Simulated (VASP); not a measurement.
# S (R-3) in VASP: a series of runs, part 2 of 2

VASP 6.6.1. Earlier steps stand in the parts before.

### 3 Single point, PBEsol (23.54 Å³/atom)

This run uses another cell than the first one, of 23.54 Å³/atom.

INCAR reads:

```
ALGO = Normal
EDIFF = 1E-6
ENCUT = 520
GGA = PS
ISIF = 2
ISMEAR = 0
LASPH = True
LCHARG = False
LREAL = False
LWAVE = False
NBANDS = 27
NELM = 100
PREC = Accurate
SIGMA = 0.02
```

KPOINTS reads:

```
k-points
0
Gamma
  6 6 6
```

POSCAR reads:

```
S
1.0
    5.2308149457      3.0200124169      1.4903816348
   -5.2308149457      3.0200124169      1.4903816348
    0.0000000000     -6.0400248340      1.4903816346
S
6
Direct
    0.2536477813      0.1435758588      0.9039749125
    0.9039749125      0.2536477813      0.1435758588
    0.1435758588      0.9039749125      0.2536477813
    0.7463522187      0.8564241412      0.0960250875
    0.0960250875      0.7463522187      0.8564241412
    0.8564241412      0.0960250875      0.7463522187
```

Potentials or basis: VASP PAW PBE potentials, release 64 (S).

The run is started by

```sh
$ cat potpaw_PBE.64/S/POTCAR > POTCAR
$ mpirun -np 1 vasp_std > vasp.out
```

OUTCAR:

```text
EDIFF = 1E-6
   ENCUT = 520
   GGA = PS
   ISIF = 2
   ISMEAR = 0
   LASPH = True
   LREAL = False
   NELM = 100
   PREC = Accurate

 ion  position               nearest neighbor table
   1  0.254  0.144  0.904-   5 2.07   6 2.07
   2  0.904  0.254  0.144-   4 2.07   6 2.07
   3  0.144  0.904  0.254-   4 2.07   5 2.07
   4  0.746  0.856  0.096-   2 2.07   3 2.07
   5  0.096  0.746  0.856-   1 2.07   3 2.07
   6  0.856  0.096  0.746-   1 2.07   2 2.07

  LATTYP: Found a trigonal (rhomboedric) cell.
 ALAT       =     6.2211845666
 COS(alpha) =    -0.4139125056

  Lattice vectors:

 A1 = (   5.2308149457,   3.0200124169,   1.4903816348)
 A2 = (  -5.2308149457,   3.0200124169,   1.4903816348)
 A3 = (   0.0000000000,  -6.0400248340,   1.4903816346)

Analysis of symmetry for initial positions (statically):
=====================================================================
 Subroutine PRICEL returns:
 Original cell was already a primitive cell.

 Routine SETGRP: Setting up the symmetry group for a
 trigonal (rhombohedral) supercell.

 Subroutine GETGRP returns: Found  6 space group operations
 (whereof  6 operations were pure point group operations)
 out of a pool of 12 trial point group operations.

The static configuration has the point symmetry S_6 .

Analysis of symmetry for dynamics (positions and initial velocities):
=====================================================================
 Subroutine PRICEL returns:
 Original cell was already a primitive cell.

 Routine SETGRP: Setting up the symmetry group for a
 trigonal (rhombohedral) supercell.

 Subroutine GETGRP returns: Found  6 space group operations
 (whereof  6 operations were pure point group operations)
 out of a pool of 12 trial point group operations.

The dynamic configuration has the point symmetry S_6 .

 Subroutine INISYM returns: Found  6 space group operations
 (whereof  6 operations are pure point group operations),
 and found     1 'primitive' translations

----------------------------------------------------------------------------------------

                                     Primitive cell

  volume of cell :     141.2625

  direct lattice vectors                    reciprocal lattice vectors
     5.230814946  3.020012417  1.490381635     0.095587400  0.055187411  0.223656361
    -5.230814946  3.020012417  1.490381635    -0.095587400  0.055187411  0.223656361
     0.000000000 -6.040024834  1.490381635     0.000000000 -0.110374822  0.223656361

  length of vectors
     6.221184567  6.221184567  6.221184567     0.249408840  0.249408840  0.249408840

  position of ions in fractional coordinates (direct lattice)
     0.253647781  0.143575859  0.903974912
     0.903974912  0.253647781  0.143575859
     0.143575859  0.903974912  0.253647781
     0.746352219  0.856424141  0.096025088
     0.096025088  0.746352219  0.856424141
     0.856424141  0.096025088  0.746352219

  ion indices of the primitive-cell ions
[... 28 lines left out ...]

 Subroutine IBZKPT returns following result:
 ===========================================

 Found     40 irreducible k-points:

 Following reciprocal coordinates:
            Coordinates               Weight
  0.000000  0.000000  0.000000      1.000000
  0.166667 -0.000000  0.000000      6.000000
  0.333333  0.000000  0.000000      6.000000
  0.500000  0.000000  0.000000      3.000000
  0.166667  0.166667  0.000000      6.000000
  0.333333  0.166667  0.000000      6.000000
[... 16 lines left out ...]
  0.333333  0.333333  0.166667      6.000000
  0.500000  0.333333  0.166667      6.000000
 [... further k-points ...]
   k-points           NKPTS =     40   k-points in BZ     NKDIM =     40   number of bands    NBANDS=     27
   number of dos      NEDOS =    301   number of ions     NIONS =      6
   total plane-waves  NPLWV = 110592
   dimension x,y,z NGX =    48 NGY =   48 NGZ =   48
   dimension x,y,z NGXF=    96 NGYF=   96 NGZF=   96
   ions per type =               6
   NGX,Y,Z   is equivalent  to a cutoff of  12.83, 12.83, 12.83 a.u.
   NGXF,Y,Z  is equivalent  to a cutoff of  25.65, 25.65, 25.65 a.u.
 SYSTEM =  unknown system
   PREC   = accura    normal or accurate (medium, high low for compatibility)
   ISTART =      0    job   : 0-new  1-cont  2-samecut
   ICHARG =      2    charge: 1-file 2-atom 10-const
   ISPIN  =      1    spin polarized calculation?
   LNONCOLLINEAR =      F non collinear calculations
   LSORBIT =      F    spin-orbit coupling
   LASPH  =      T    aspherical Exc in radial PAW
   ENCUT  =  520.0 eV  38.22 Ry    6.18 a.u.  11.57 11.57 11.57*2*pi/ulx,y,z
   NELM   =    100;   NELMIN=  2; NELMDL= -5     # of ELM steps
   EDIFF  = 0.1E-05   stopping-criterion for ELM
   LREAL  =      F    real-space projection
   EDIFFG = 0.1E-04   stopping-criterion for IOM
   NSW    =      0    number of steps for IOM
   IBRION =     -1    ionic relax: 0-MD 1-quasi-New 2-CG
   NFREE  =      0    steps in history (QN), initial steepest desc. (CG)
   ISIF   =      2    stress and relaxation
   ISYM   =      2    0-nonsym 1-usesym 2-fastsym
   POTIM  = 0.5000    time-step for ionic-motion
   TEBEG  =    0.0;   TEEND  =   0.0 temperature during run
   PSTRESS=    0.0 pullay stress
   NELECT =      36.0000    total number of electrons
   NUPDOWN=      -1.0000    fix difference up-down
   EMIN   =  10.00;   EMAX   =-10.00  energy-range for DOS
   EFERMI =   0.00;   METHOD = LEGACY
   ISMEAR =     0;   SIGMA  =   0.02  broadening in eV -4-tet -1-fermi 0-gaus
   EFERMI_NEDOS =   21; number of points for ismear=-14 and -15
   IALGO  =     38    algorithm
   IMIX   =      4    mixing-type and parameters
     AMIX     =   0.40;   BMIX     =  1.00
     AMIX_MAG =   1.60;   BMIX_MAG =  1.00
  volume/ion in A,a.u.               =      23.54       158.88
  Fermi-wavevector in a.u.,A,eV,Ry     =   1.037927  1.961397 14.657448  1.077292
  Thomas-Fermi vector in A             =   2.172387
   LORBIT       =      0    0 simple, 1 ext, 2 COOP (PROOUT), +10 PAW based schemes
   GGA     = PS    functional components
   LHFCALC =     F    Hartree Fock is set to
   AEXX    =    0.0000 exact exchange contribution
   IVDW    =     0    specifies the selected vdW correction
   LEPSILON=     F    determine dielectric tensor
   LRPA    =     F    only Hartree local field effects (RPA)
 non-spin polarized calculation
 Gauss-broadening in eV      SIGMA  =   0.02
  energy-cutoff  :      520.00
  volume of cell :      141.26
 maximum number of plane-waves:      3845
 NGX is ok and might be reduce to    48
   NGX = 23   NGY = 23   NGZ = 23

 number of electron      35.9999998 magnetization

 Free energy of the ion-electron system (eV)
  ---------------------------------------------------
  ext. energy  EPLUGINS =         0.00000000
  ---------------------------------------------------
  free energy    TOTEN  =       -26.10437149 eV

  energy without entropy =      -26.10437149  energy(sigma->0) =      -26.10437149

 E-fermi :   2.7775     XC(G=0):  -8.8883

 val. band max:        2.6745671143   @ k =  -0.3333   0.5000   0.3333
 cond. band min:       4.7959552853   @ k =   0.3333  -0.1667  -0.3333
 fundamental gap:      2.1213881710
 Fermi energy:         2.7774826478

 k-point     1 :       0.0000    0.0000    0.0000
  band No.  band energies     occupation
      1     -13.9425      2.00000
      2     -11.8954      2.00000
      3     -11.8954      2.00000
      4      -8.8087      2.00000
      5      -8.8087      2.00000
      6      -6.1336      2.00000
[... 709 lines left out ...]
     26       9.3400      0.00000
     27       9.7752      0.00000

 [... further k-points ...]

------------------------ aborting loop because EDIFF is reached ----------------------------------------

  FORCE on cell =-STRESS in cart. coord.  units (eV):
  Direction    XX          YY          ZZ          XY          YZ          ZX
  --------------------------------------------------------------------------------------
  -------------------------------------------------------------------------------------
  Total       -0.5632725     -0.5632725     -0.3044977      0.0000001      0.0000000      0.0000000
  in kB       -6.3885499     -6.3885499     -3.4535657      0.0000007      0.0000000      0.0000000
  external PRESSURE =      -5.4102218 kB  Pullay stress =       0.0000000 kB

 VOLUME and BASIS-vectors are now :
 -----------------------------------------------------------------------------
  energy-cutoff  :      520.00
  volume of cell :      141.26
      direct lattice vectors                 reciprocal lattice vectors
     5.230814946  3.020012417  1.490381635     0.095587400  0.055187411  0.223656361
    -5.230814946  3.020012417  1.490381635    -0.095587400  0.055187411  0.223656361
     0.000000000 -6.040024834  1.490381635     0.000000000 -0.110374822  0.223656361

 POSITION                                       TOTAL-FORCE (eV/Angst)
 -----------------------------------------------------------------------------------
      0.57577     -4.26041      1.93928        -0.025783     -0.066149     -0.055973
      3.40174      2.62883      1.93928         0.070178      0.010746     -0.055973
     -3.97751      1.63158      1.93928        -0.044395      0.055403     -0.055973
     -0.57577      4.26041      2.53186         0.025783      0.066149      0.055973
     -3.40174     -2.62883      2.53186        -0.070178     -0.010746      0.055973
      3.97751     -1.63158      2.53186         0.044395     -0.055403      0.055973
 -----------------------------------------------------------------------------------
    total drift:                                0.000000     -0.000000      0.000000

  FREE ENERGIE OF THE ION-ELECTRON SYSTEM (eV)
  ---------------------------------------------------
  free  energy   TOTEN  =       -26.1043714902 eV

  energy  without entropy=      -26.1043714902  energy(sigma->0) =      -26.10437149
```

OSZICAR:

```text
N       E                     dE             d eps       ncg     rms          rms(c)
DAV:   1     0.197795002119E+03    0.19780E+03   -0.15546E+04  2160   0.114E+03
DAV:   2    -0.104253306254E+02   -0.20822E+03   -0.20079E+03  2832   0.206E+02
DAV:   3    -0.261058272079E+02   -0.15680E+02   -0.15551E+02  2986   0.611E+01
DAV:   4    -0.263421894527E+02   -0.23636E+00   -0.23589E+00  2680   0.897E+00
DAV:   5    -0.263478474472E+02   -0.56580E-02   -0.56562E-02  2721   0.136E+00    0.260E+01
DAV:   6    -0.261736903430E+02    0.17416E+00   -0.87844E-02  2533   0.141E+00    0.157E+01
DAV:   7    -0.261048168751E+02    0.68873E-01   -0.16962E-01  2373   0.194E+00    0.350E-01
DAV:   8    -0.261042962114E+02    0.52066E-03   -0.11115E-02  2461   0.582E-01    0.176E-01
DAV:   9    -0.261043213988E+02   -0.25187E-04   -0.45270E-04  2933   0.112E-01    0.632E-02
DAV:  10    -0.261043612703E+02   -0.39871E-04   -0.42839E-05  2479   0.355E-02    0.127E-02
DAV:  11    -0.261043693633E+02   -0.80930E-05   -0.54351E-06  2677   0.126E-02    0.568E-03
DAV:  12    -0.261043713416E+02   -0.19783E-05   -0.18376E-06  1839   0.700E-03    0.382E-03
DAV:  13    -0.261043714902E+02   -0.14862E-06   -0.21730E-07  1431   0.248E-03
   1 F= -.26104371E+02 E0= -.26104371E+02  d E =-.123587E-14
```

stdout:

```text
POSCAR found type information on POSCAR S
 POSCAR found :  1 types and       6 ions
 scaLAPACK will be used
 -----------------------------------------------------------------------------
|                                                                             |
|                                                                             |
|     You enforced a specific xc type in the INCAR file but a different       |
|     I HOPE YOU KNOW WHAT YOU ARE DOING!                                     |
|                                                                             |
 -----------------------------------------------------------------------------

 LDA part: xc-table for (Slater+PW92), standard interpolation
 POSCAR, INCAR and KPOINTS ok, starting setup
 FFT: planning ... GRIDC
 FFT: planning ... GRID_SOFT
 FFT: planning ... GRID
 WAVECAR not read
 entering main loop
```

Run time: 78 s. Hardware: 1 thread of Intel Xeon 6975P-C (Granite Rapids), shared host; peak memory 0.35 GiB.

What came out:

```
Free energy            : -26.1044 eV
Pressure               : -0.5 GPa
Largest force          : 0.090 eV/Å
Band gap on the k mesh : 2.12 eV (least direct gap 2.22 eV)
```

Forces on the atoms (eV/Å):
```
S   -0.026 -0.066 -0.056
S    0.070  0.011 -0.056
S   -0.044  0.055 -0.056
S    0.026  0.066  0.056
S   -0.070 -0.011  0.056
S    0.044 -0.055  0.056
```

Caveat: this functional lacks dispersion, which holds the molecules together, so the pressure and a relaxed volume are unreliable; the PAW data sets were made with another functional, which shifts forces and pressure a little. A k mesh can miss the band edges.

### 4 Single point, PBEsol (24.23 Å³/atom)

This run uses another cell than the first one, of 24.23 Å³/atom.

INCAR reads:

```
SYSTEM = S
PREC = Accurate ; ENCUT = 520
EDIFF = 1E-6 ; ISMEAR = 0
SIGMA = 0.02 ; LREAL = .False.
LASPH = .True. ; NELM = 60
ALGO = Normal ; ISIF = 2
LWAVE = .False. ; LCHARG = .False.
GGA = PS ; NBANDS = 27
```

KPOINTS reads:

```
Automatic mesh
0
Gamma
  6 6 6
  0 0 0
```

POSCAR reads:

```
S
1.0
    5.2320224655      3.0207095788      1.5330829106
   -5.2320224655      3.0207095788      1.5330829106
    0.0000000000     -6.0414191578      1.5330829103
S
6
Direct
    0.2506209606      0.1414068951      0.9013346700
    0.9013346700      0.2506209606      0.1414068951
    0.1414068951      0.9013346700      0.2506209606
    0.7493790394      0.8585931049      0.0986653300
    0.0986653300      0.7493790394      0.8585931049
    0.8585931049      0.0986653300      0.7493790394
```

The run is started by

```sh
$ cat potpaw_PBE.64/S/POTCAR > POTCAR
$ mpirun -np 1 vasp_std > vasp.out
```

It took 61 s on 1 thread of Intel Xeon 6975P-C (Granite Rapids), shared host; peak memory 0.34 GiB.

It converged, with:

```
Free energy            : -26.0998 eV
Pressure               : -0.7 GPa
Largest force          : 0.098 eV/Å
Band gap on the k mesh : 2.19 eV (least direct gap 2.32 eV)
```

Forces in eV/Å, atoms in the order of the input:
```
S   -0.023 -0.068 -0.067
S    0.070  0.014 -0.067
S   -0.047  0.053 -0.067
S    0.023  0.068  0.067
S   -0.070 -0.014  0.067
S    0.047 -0.053  0.067
```

Stress tensor (GPa, compression positive):
```
-0.74  0.00  0.00
 0.00 -0.74  0.00
 0.00  0.00 -0.48
```

Levels at points of the mesh, in eV from the valence-band top:
| k point | band 16 | band 17 | band 18 | band 19 | band 20 | band 21 |
| --- | --- | --- | --- | --- | --- | --- |
| (0.00, 0.00, 0.00) | -0.79 | -0.61 | -0.61 | 2.61 | 2.61 | 3.58 |
| (0.50, 0.00, 0.00) | -0.87 | -0.40 | -0.04 | 2.65 | 3.09 | 3.10 |
| (0.50, 0.50, 0.00) | -1.03 | -0.88 | -0.36 | 2.35 | 2.92 | 3.32 |
| (0.50, 0.50, 0.50) | -0.99 | -0.99 | -0.04 | 2.28 | 2.28 | 3.05 |

Caveat: this functional lacks dispersion, which holds the molecules together, so the pressure and a relaxed volume are unreliable; the PAW data sets were made with another functional, which shifts forces and pressure a little.

### 5 Summary

| cell | gap on the mesh (eV) | pressure (GPa) | largest force (eV/Å) |
| --- | --- | --- | --- |
| a = 6.190 Å, angles 114.6°, 6 atoms, atomic positions A | 2.06 | -0.4 | 0.10 |
| a = 6.221 Å, angles 114.5°, 6 atoms, atomic positions B | 2.12 | -0.5 | 0.09 |
| a = 6.233 Å, angles 114.2°, 6 atoms, atomic positions C | 2.19 | -0.7 | 0.10 |

Alike in all rows: task single point; level PBEsol; potentials or basis VASP PAW PBE potentials, release 64 (S); no spin polarisation; k mesh 6 × 6 × 6; cutoff (eV) 520; smearing gaussian 0.02 eV.

Caveats: this functional lacks dispersion, which holds the molecules together, so the pressure and a relaxed volume are unreliable; the PAW data sets were made with another functional, which shifts forces and pressure a little.

Absolute energies hang on the potentials; compare differences alone.
